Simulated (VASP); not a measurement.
A run of VASP 6.6.1 is set up as follows.

File POSCAR:

```
BaTiO3
1.0
    4.0724314496      0.0000000000      0.0000000000
    0.0000000000      4.0724314496      0.0000000000
    0.0000000000      0.0000000000      4.0724314496
Ba Ti O
1 1 3
Direct
    0.5000000000      0.5000000000      0.5000000000
    0.0000000000      0.0000000000      0.0000000000
    0.5000000000      0.0000000000      0.0000000000
    0.0000000000      0.5000000000      0.0000000000
    0.0000000000      0.0000000000      0.5000000000
```

INCAR.step1

```
SYSTEM = BaTiO3
PREC = Accurate
ENCUT = 910
ISMEAR = 0
SIGMA = 0.01
LREAL = .False.
LASPH = .True.
NELM = 120
NBANDS = 28
GGA = PE
ALGO = Normal
EDIFF = 1E-5
LWAVE = .True.
LCHARG = .False.
GGA_COMPAT = .False.
```

The input INCAR.step2:

```
SYSTEM = BaTiO3
PREC = Accurate
ENCUT = 910
EDIFF = 1E-6
ISMEAR = 0
SIGMA = 0.01
LREAL = .False.
LASPH = .True.
NELM = 120
ALGO = Normal
ISIF = 2
LWAVE = .False.
LCHARG = .False.
METAGGA = R2SCAN
LMIXTAU = .True.
NBANDS = 28
ISTART = 1
GGA_COMPAT = .False.
```

Contents of KPOINTS:

```
regular mesh
0
Gamma
  6 6 6
  0 0 0
```

Potentials or basis: VASP PAW PBE potentials, release 64 (Ba_sv, Ti_sv, O_h).

The run is started by

```sh
$ cat potpaw_PBE.64/Ba_sv/POTCAR potpaw_PBE.64/Ti_sv/POTCAR potpaw_PBE.64/O_h/POTCAR > POTCAR
$ cp INCAR.step1 INCAR
$ mpirun -np 1 vasp_std > vasp.out
$ cp INCAR.step2 INCAR
$ mpirun -np 1 vasp_std > vasp.out
```

Q: What does it give for the band gap on the k mesh?

A: 2.02 eV (least direct gap 2.21 eV).

Q: What does it give for the pressure?

A: -7.8 GPa.

Caveat: the cutoff is under 1.25 times the usual one of these potentials, so pressure, stress and relaxed cells hold a basis-set (Pulay) error; the cell stands under tension; the PAW data sets were made with another functional, which shifts forces and pressure a little; spin-orbit coupling is left out, which moves the levels of the heavy elements. A k mesh can miss the band edges.
